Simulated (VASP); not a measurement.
# Mn (P6_3/mmc) in VASP: a series of runs, part 2 of 2

VASP 6.6.1.

## Step 3: Single point, LDA

This run uses another cell than the first one, of 10.05 Å³/atom, 1.042 times its volume.

INCAR reads:

```
PREC = Accurate ; ENCUT = 520
EDIFF = 1E-7 ; ISMEAR = -1
SIGMA = 0.1 ; LREAL = F
LASPH = T ; NELM = 100
ALGO = Normal ; ISIF = 2
LWAVE = F ; LCHARG = F
GGA = CA ; NBANDS = 34
```

KPOINTS reads:

```
Automatic mesh
0
Gamma
  17 17 5
```

POSCAR reads:

```
Mn
1.0
    2.4340047625      0.0000000000      0.0000000000
   -1.2170023812      2.1079099573      0.0000000000
    0.0000000000      0.0000000000      7.8377764739
Mn
4
Direct
    1.0000000000      0.0000000000      1.0000000000
    1.0000000000      1.0000000000      0.5000000000
    0.3333333333      0.6666666667      0.2500000000
    0.6666666667      0.3333333333      0.7500000000
```

Potentials or basis: VASP PAW LDA potentials, release 64 (Mn_pv).

Launch:

```console
$ cat potpaw_LDA.64/Mn_pv/POTCAR > POTCAR
$ mpirun -np 1 vasp_std > vasp.out
```

OUTCAR:

```text
PREC = Accurate
   ENCUT = 520
   EDIFF = 1E-7
   ISMEAR = -1
   LREAL = F
   LASPH = T
   NELM = 100
   ISIF = 2
   GGA = CA

 ion  position               nearest neighbor table
   1  0.000  0.000  0.000-   3 2.41   4 2.41   4 2.41   3 2.41   4 2.41   3 2.41
   2  0.000  0.000  0.500-   3 2.41   4 2.41   4 2.41   3 2.41   4 2.41   3 2.41
   3  0.333  0.667  0.250-   1 2.41   2 2.41   1 2.41   2 2.41   1 2.41   2 2.41
   4  0.667  0.333  0.750-   1 2.41   2 2.41   1 2.41   2 2.41   1 2.41   2 2.41

  LATTYP: Found a hexagonal cell.
 ALAT       =     2.4340047625
 C/A-ratio  =     3.2201155046

  Lattice vectors:

 A1 = (   2.4340047625,   0.0000000000,   0.0000000000)
 A2 = (  -1.2170023812,   2.1079099573,   0.0000000000)
 A3 = (   0.0000000000,   0.0000000000,   7.8377764739)

Analysis of symmetry for initial positions (statically):
=====================================================================
 Subroutine PRICEL returns:
 Original cell was already a primitive cell.

 Routine SETGRP: Setting up the symmetry group for a
 hexagonal supercell.

 Subroutine GETGRP returns: Found 24 space group operations
 (whereof 12 operations were pure point group operations)
 out of a pool of 24 trial point group operations.

The static configuration has the point symmetry D_3d.
 The point group associated with its full space group is D_6h.

Analysis of symmetry for dynamics (positions and initial velocities):
=====================================================================
 Subroutine PRICEL returns:
 Original cell was already a primitive cell.

 Routine SETGRP: Setting up the symmetry group for a
 hexagonal supercell.

 Subroutine GETGRP returns: Found 24 space group operations
 (whereof 12 operations were pure point group operations)
 out of a pool of 24 trial point group operations.

The dynamic configuration has the point symmetry D_3d.
[... 116 lines left out ...]
   NUPDOWN=      -1.0000    fix difference up-down
   EMIN   =  10.00;   EMAX   =-10.00  energy-range for DOS
   EFERMI =   0.00;   METHOD = LEGACY
   ISMEAR =    -1;   SIGMA  =   0.10  broadening in eV -4-tet -1-fermi 0-gaus
   EFERMI_NEDOS =   21; number of points for ismear=-14 and -15
   IALGO  =     38    algorithm
   IMIX   =      4    mixing-type and parameters
     AMIX     =   0.40;   BMIX     =  1.00
     AMIX_MAG =   1.60;   BMIX_MAG =  1.00
  volume/ion in A,a.u.               =      10.05        67.84
  Fermi-wavevector in a.u.,A,eV,Ry     =   1.783558  3.370435 43.281194  3.181078
  Thomas-Fermi vector in A             =   2.847721
   LORBIT       =      0    0 simple, 1 ext, 2 COOP (PROOUT), +10 PAW based schemes
   GGA     = CA    functional components
   LHFCALC =     F    Hartree Fock is set to
   AEXX    =    0.0000 exact exchange contribution
   IVDW    =     0    specifies the selected vdW correction
   LEPSILON=     F    determine dielectric tensor
   LRPA    =     F    only Hartree local field effects (RPA)
 non-spin polarized calculation
  energy-cutoff  :      520.00
  volume of cell :       40.21
 maximum number of plane-waves:      1113
 NGX is ok and might be reduce to    18
   NGX =  9   NGY =  9   NGZ = 29

 number of electron      52.0000008 magnetization

 Free energy of the ion-electron system (eV)
  ---------------------------------------------------
  ext. energy  EPLUGINS =         0.00000000
  ---------------------------------------------------
  free energy    TOTEN  =       -40.67804346 eV

  energy without entropy =      -40.52069276  energy(sigma->0) =      -40.59936811

 E-fermi :  11.2162     XC(G=0): -14.7815

 val. band max:       11.2100699505   @ k =   0.2941   0.0588   0.0000
 cond. band min:      11.2167470699   @ k =   0.4118   0.1176   0.4000
 fundamental gap:      0.0066771194
 Fermi energy:        11.2161591150

 k-point     1 :       0.0000    0.0000    0.0000
  band No.  band energies     occupation
      1     -36.8608      2.00000
      2     -36.4052      2.00000
      3     -36.3323      2.00000
      4     -36.0038      2.00000
      5     -36.0038      2.00000
      6     -35.9391      2.00000
[... 877 lines left out ...]
     33      13.1174      0.00000
     34      13.7652      0.00000

 [... further k-points ...]
[... 5 lines left out ...]
  --------------------------------------------------------------------------------------
  -------------------------------------------------------------------------------------
  Total        0.1141266      0.1141266      0.0569912      0.0000000      0.0000000     -0.0000000
  in kB        4.5470641      4.5470641      2.2706592      0.0000000      0.0000000     -0.0000000
  external PRESSURE =       3.7882625 kB  Pullay stress =       0.0000000 kB

 VOLUME and BASIS-vectors are now :
 -----------------------------------------------------------------------------
  energy-cutoff  :      520.00
  volume of cell :       40.21
      direct lattice vectors                 reciprocal lattice vectors
     2.434004762  0.000000000  0.000000000     0.410845540  0.237201783  0.000000000
    -1.217002381  2.107909957  0.000000000     0.000000000  0.474403566  0.000000000
     0.000000000  0.000000000  7.837776474     0.000000000  0.000000000  0.127587206

 POSITION                                       TOTAL-FORCE (eV/Angst)
 -----------------------------------------------------------------------------------
      0.00000      0.00000      0.00000         0.000000      0.000000      0.000000
      0.00000      0.00000      3.91889        -0.000000      0.000000      0.000000
     -0.00000      1.40527      1.95944        -0.000000     -0.000000      0.000000
      1.21700      0.70264      5.87833         0.000000      0.000000     -0.000000
 -----------------------------------------------------------------------------------
    total drift:                                0.000000     -0.000000      0.000000

  FREE ENERGIE OF THE ION-ELECTRON SYSTEM (eV)
  ---------------------------------------------------
  free  energy   TOTEN  =       -40.6780434630 eV

  energy  without entropy=      -40.5206927605  energy(sigma->0) =      -40.59936811
```

OSZICAR:

```text
N       E                     dE             d eps       ncg     rms          rms(c)
DAV:   1     0.622083975302E+03    0.62208E+03   -0.29482E+04  7052   0.218E+03
DAV:   2    -0.563443216719E+01   -0.62772E+03   -0.60810E+03  6748   0.589E+02
DAV:   3    -0.461639804390E+02   -0.40530E+02   -0.38561E+02  7296   0.166E+02
DAV:   4    -0.473923048550E+02   -0.12283E+01   -0.11893E+01  7782   0.285E+01
DAV:   5    -0.474172915325E+02   -0.24987E-01   -0.24943E-01  7530   0.423E+00    0.288E+01
DAV:   6    -0.409093940526E+02    0.65079E+01   -0.46462E+01  7074   0.609E+01    0.322E+00
DAV:   7    -0.408219993256E+02    0.87395E-01   -0.16001E+00  7450   0.145E+01    0.461E+00
DAV:   8    -0.407351635032E+02    0.86836E-01   -0.55398E-01  8142   0.925E+00    0.171E+00
DAV:   9    -0.406810297832E+02    0.54134E-01   -0.41673E-02  7710   0.258E+00    0.425E-01
DAV:  10    -0.406780465399E+02    0.29832E-02   -0.83316E-03  7512   0.661E-01    0.979E-02
DAV:  11    -0.406780377245E+02    0.88154E-05   -0.33625E-04  6934   0.176E-01    0.388E-02
DAV:  12    -0.406780455169E+02   -0.77925E-05   -0.34930E-05  7122   0.715E-02    0.170E-02
DAV:  13    -0.406780437836E+02    0.17333E-05   -0.70216E-06  7438   0.273E-02    0.649E-03
DAV:  14    -0.406780434638E+02    0.31982E-06   -0.94235E-07  7314   0.110E-02    0.657E-04
DAV:  15    -0.406780434630E+02    0.86220E-09   -0.71841E-08  3442   0.269E-03
   1 F= -.40678043E+02 E0= -.40599368E+02  d E =-.157351E+00
```

Wall time 75 s (1 thread of Intel Xeon 6975P-C (Granite Rapids), shared host); peak memory 0.2 GiB.

Results:

- Free energy: -40.6780 eV
- Pressure: 0.4 GPa
- Band gap on the k mesh: zero (band 26 reaches 12.62 eV, above the bottom of band 27 at 10.25 eV)

Stress tensor (GPa, compression positive):
```
0.45 0.00 0.00
0.00 0.45 0.00
0.00 0.00 0.23
```

Caveat: the run has no spin polarisation, though such a crystal can be magnetic.

## Step 4: Single point, LDA (volume scaled by 1.04)

INCAR reads:

```
ALGO     = Normal         # electronic algorithm
EDIFF    = 1E-6           # SCF threshold, eV
ENCUT    = 520            # plane-wave cutoff, eV
GGA      = CA             # functional
ISIF     = 2              # what is computed and relaxed
ISMEAR   = -1             # smearing method
LASPH    = T              # aspherical terms in the spheres
LCHARG   = F              # write CHGCAR
LREAL    = F              # projectors in reciprocal space
LWAVE    = F              # write WAVECAR
NBANDS   = 34             # bands
NELM     = 60             # most SCF steps
PREC     = Accurate       # precision mode
SIGMA    = 0.1            # smearing width, eV
```

KPOINTS reads:

```
k-points
0
Gamma
  17 17 5
```

POSCAR reads:

```
Mn
1.0
    2.4660348141      0.0000000000      0.0000000000
   -1.2330174070      2.1356487956      0.0000000000
    0.0000000000      0.0000000000      7.9409169396
Mn
4
Direct
    1.0000000000      0.0000000000      1.0000000000
    1.0000000000      1.0000000000      0.5000000000
    0.3333333333      0.6666666667      0.2500000000
    0.6666666667      0.3333333333      0.7500000000
```

Potentials or basis: VASP PAW LDA potentials, release 64 (Mn_pv).

Launch:

```console
$ cat potpaw_LDA.64/Mn_pv/POTCAR > POTCAR
$ mpirun -np 1 vasp_std > vasp.out
```

OUTCAR:

```text
EDIFF = 1E-6
   ENCUT = 520
   GGA = CA
   ISIF = 2
   ISMEAR = -1
   LASPH = T
   LREAL = F
   NELM = 60
   PREC = Accurate

 ion  position               nearest neighbor table
   1  0.000  0.000  0.000-   3 2.44   4 2.44   3 2.44   4 2.44   4 2.44   3 2.44
   2  0.000  0.000  0.500-   3 2.44   4 2.44   3 2.44   4 2.44   4 2.44   3 2.44
   3  0.333  0.667  0.250-   1 2.44   2 2.44   1 2.44   2 2.44   1 2.44   2 2.44
   4  0.667  0.333  0.750-   1 2.44   2 2.44   1 2.44   2 2.44   1 2.44   2 2.44

  LATTYP: Found a hexagonal cell.
 ALAT       =     2.4660348141
 C/A-ratio  =     3.2201155045

  Lattice vectors:

 A1 = (   2.4660348141,   0.0000000000,   0.0000000000)
 A2 = (  -1.2330174070,   2.1356487956,   0.0000000000)
 A3 = (   0.0000000000,   0.0000000000,   7.9409169396)

Analysis of symmetry for initial positions (statically):
=====================================================================
 Subroutine PRICEL returns:
 Original cell was already a primitive cell.

 Routine SETGRP: Setting up the symmetry group for a
 hexagonal supercell.
[... 169 lines left out ...]

  energy without entropy =      -40.45324177  energy(sigma->0) =      -40.53689869

 E-fermi :  10.6281     XC(G=0): -14.5377

 val. band max:       10.6267745477   @ k =   0.2941   0.0588   0.0000
 cond. band min:      10.6288025835   @ k =   0.0588  -0.0000   0.0000
 fundamental gap:      0.0020280358
 Fermi energy:        10.6280992461

 k-point     1 :       0.0000    0.0000    0.0000
  band No.  band energies     occupation
      1     -37.3653      2.00000
      2     -36.9650      2.00000
      3     -36.8959      2.00000
      4     -36.6108      2.00000
      5     -36.6108      2.00000
      6     -36.5534      2.00000
[... 877 lines left out ...]
     33      12.4223      0.00000
     34      13.0328      0.00000

 [... further k-points ...]

------------------------ aborting loop because EDIFF is reached ----------------------------------------

  FORCE on cell =-STRESS in cart. coord.  units (eV):
  Direction    XX          YY          ZZ          XY          YZ          ZX
  --------------------------------------------------------------------------------------
  -------------------------------------------------------------------------------------
  Total       -3.0032456     -3.0032456     -3.0629588     -0.0000000      0.0000000      0.0000000
  in kB     -115.0540044   -115.0540044   -117.3416120     -0.0000000      0.0000000      0.0000000
  external PRESSURE =    -115.8165402 kB  Pullay stress =       0.0000000 kB

 VOLUME and BASIS-vectors are now :
 -----------------------------------------------------------------------------
  energy-cutoff  :      520.00
  volume of cell :       41.82
      direct lattice vectors                 reciprocal lattice vectors
     2.466034814  0.000000000  0.000000000     0.405509279  0.234120892  0.000000000
    -1.233017407  2.135648796  0.000000000     0.000000000  0.468241783  0.000000000
     0.000000000  0.000000000  7.940916940     0.000000000  0.000000000  0.125930042

 POSITION                                       TOTAL-FORCE (eV/Angst)
 -----------------------------------------------------------------------------------
      0.00000      0.00000      0.00000        -0.000000      0.000000     -0.000000
      0.00000      0.00000      3.97046        -0.000000      0.000000     -0.000000
     -0.00000      1.42377      1.98523        -0.000000      0.000000      0.000000
      1.23302      0.71188      5.95569         0.000000      0.000000     -0.000000
 -----------------------------------------------------------------------------------
    total drift:                                0.000000     -0.000000      0.000000

  FREE ENERGIE OF THE ION-ELECTRON SYSTEM (eV)
  ---------------------------------------------------
  free  energy   TOTEN  =       -40.6205556218 eV

  energy  without entropy=      -40.4532417671  energy(sigma->0) =      -40.53689869
```

It took 72 s on 1 thread of Intel Xeon 6975P-C (Granite Rapids), shared host; peak memory 0.2 GiB.

What came out:

```
Free energy            : -40.6206 eV
Pressure               : -11.6 GPa
Band gap on the k mesh : zero (band 26 reaches 11.94 eV, above the bottom of band 27 at 9.72 eV)
```

Stress tensor (GPa, compression positive):
```
-11.51   0.00   0.00
  0.00 -11.51   0.00
  0.00   0.00 -11.73
```

Levels at points of the mesh, in eV from the Fermi level:
```
           k point  band 22  band 23  band 24  band 25  band 26  band 27  band 28  band 29  band 30  band 31
(0.00, 0.00, 0.00)    -1.23    -1.04    -0.81    -0.81    -0.73    -0.73     0.23     0.23     0.71     0.71
```

Caveat: the cell differs from its parent crystal (volume scaled by 1.04); the run has no spin polarisation, though such a crystal can be magnetic. Spin polarisation is off, so any magnetic state and its effect on volume and gap are missing.

## Step 5: Single point, LDA (volume scaled by 1.08)

INCAR reads:

```
SYSTEM = Mn
ALGO = Normal
EDIFF = 1E-7
ENCUT = 520
GGA = CA
ISIF = 2
ISMEAR = -1
LASPH = .True.
LCHARG = .False.
LREAL = .False.
LWAVE = .False.
NBANDS = 34
NELM = 100
PREC = Accurate
SIGMA = 0.1
```

KPOINTS reads:

```
k-points
0
Gamma
  17 17 5
  0 0 0
```

POSCAR reads:

```
Mn
1.0
    2.4972537588      0.0000000000      0.0000000000
   -1.2486268794      2.1626851948      0.0000000000
    0.0000000000      0.0000000000      8.0414455475
Mn
4
Direct
    1.0000000000      0.0000000000      1.0000000000
    1.0000000000      1.0000000000      0.5000000000
    0.3333333333      0.6666666667      0.2500000000
    0.6666666667      0.3333333333      0.7500000000
```

Potentials or basis: VASP PAW LDA potentials, release 64 (Mn_pv).

Launch:

```console
$ cat potpaw_LDA.64/Mn_pv/POTCAR > POTCAR
$ mpirun -np 1 vasp_std > vasp.out
```

OUTCAR:

```text
SYSTEM = Mn
   EDIFF = 1E-7
   ENCUT = 520
   GGA = CA
   ISIF = 2
   ISMEAR = -1
   LASPH = .True.
   LREAL = .False.
   NELM = 100
   PREC = Accurate

 ion  position               nearest neighbor table
   1  0.000  0.000  0.000-   3 2.47   4 2.47   3 2.47   4 2.47   4 2.47   3 2.47
   2  0.000  0.000  0.500-   3 2.47   4 2.47   3 2.47   4 2.47   4 2.47   3 2.47
   3  0.333  0.667  0.250-   1 2.47   2 2.47   1 2.47   2 2.47   1 2.47   2 2.47
   4  0.667  0.333  0.750-   1 2.47   2 2.47   1 2.47   2 2.47   1 2.47   2 2.47

  LATTYP: Found a hexagonal cell.
 ALAT       =     2.4972537588
 C/A-ratio  =     3.2201155045
[... 1088 lines left out ...]
  --------------------------------------------------------------------------------------
  -------------------------------------------------------------------------------------
  Total       -5.7200742     -5.7200742     -5.7996577      0.0000000     -0.0000000      0.0000000
  in kB     -211.0192801   -211.0192801   -213.9551946      0.0000000     -0.0000000      0.0000000
  external PRESSURE =    -211.9979182 kB  Pullay stress =       0.0000000 kB

 VOLUME and BASIS-vectors are now :
 -----------------------------------------------------------------------------
  energy-cutoff  :      520.00
  volume of cell :       43.43
      direct lattice vectors                 reciprocal lattice vectors
     2.497253759  0.000000000  0.000000000     0.400439882  0.231194074  0.000000000
    -1.248626879  2.162685195  0.000000000     0.000000000  0.462388147  0.000000000
     0.000000000  0.000000000  8.041445548     0.000000000  0.000000000  0.124355751

 POSITION                                       TOTAL-FORCE (eV/Angst)
 -----------------------------------------------------------------------------------
      0.00000      0.00000      0.00000         0.000000      0.000000     -0.000000
      0.00000      0.00000      4.02072         0.000000      0.000000     -0.000000
     -0.00000      1.44179      2.01036         0.000000     -0.000000      0.000000
      1.24863      0.72090      6.03108        -0.000000      0.000000     -0.000000
 -----------------------------------------------------------------------------------
    total drift:                                0.000000     -0.000000      0.000000

  FREE ENERGIE OF THE ION-ELECTRON SYSTEM (eV)
  ---------------------------------------------------
  free  energy   TOTEN  =       -40.4551087353 eV

  energy  without entropy=      -40.2775178874  energy(sigma->0) =      -40.36631331
```

stdout:

```text
POSCAR found type information on POSCAR Mn
 POSCAR found :  1 types and       4 ions
 scaLAPACK will be used
 LDA part: xc-table for (Slater(with rela. corr.)+CA(PZ))
 , standard interpolation
 POSCAR, INCAR and KPOINTS ok, starting setup
 FFT: planning ... GRIDC
 FFT: planning ... GRID_SOFT
 FFT: planning ... GRID
 WAVECAR not read
 entering main loop
```

Wall time 93 s (1 thread of Intel Xeon 6975P-C (Granite Rapids), shared host); peak memory 0.21 GiB.

Results:

```
Free energy            : -40.4551 eV
Pressure               : -21.2 GPa
Band gap on the k mesh : zero (band 26 reaches 11.33 eV, above the bottom of band 27 at 9.23 eV)
```

Stress tensor (GPa, compression positive):
```
-21.10   0.00   0.00
  0.00 -21.10   0.00
  0.00   0.00 -21.40
```

Caveat: the cell differs from its parent crystal (volume scaled by 1.08); the run has no spin polarisation, though such a crystal can be magnetic.

## Step 6: Overview

| cell | gap on the mesh (eV) | pressure (GPa) |
| --- | --- | --- |
| a = 2.401, b = 2.401, c = 7.732 Å, angles 90.0, 90.0, 120.0°, 4 atoms | none | 15.2 |
| a = 2.434, b = 2.434, c = 7.838 Å, angles 90.0, 90.0, 120.0°, 4 atoms | none | 0.4 |
| a = 2.466, b = 2.466, c = 7.941 Å, angles 90.0, 90.0, 120.0°, 4 atoms | none | -11.6 |
| a = 2.497, b = 2.497, c = 8.041 Å, angles 90.0, 90.0, 120.0°, 4 atoms | none | -21.2 |

Alike in all rows: task single point; level LDA; potentials or basis VASP PAW LDA potentials, release 64 (Mn_pv); no spin polarisation; k mesh 17 × 17 × 5; cutoff (eV) 520; smearing fermi-dirac 0.1 eV.

Caveats: the run has no spin polarisation, though such a crystal can be magnetic.

Absolute energies hang on the potentials; compare differences alone.
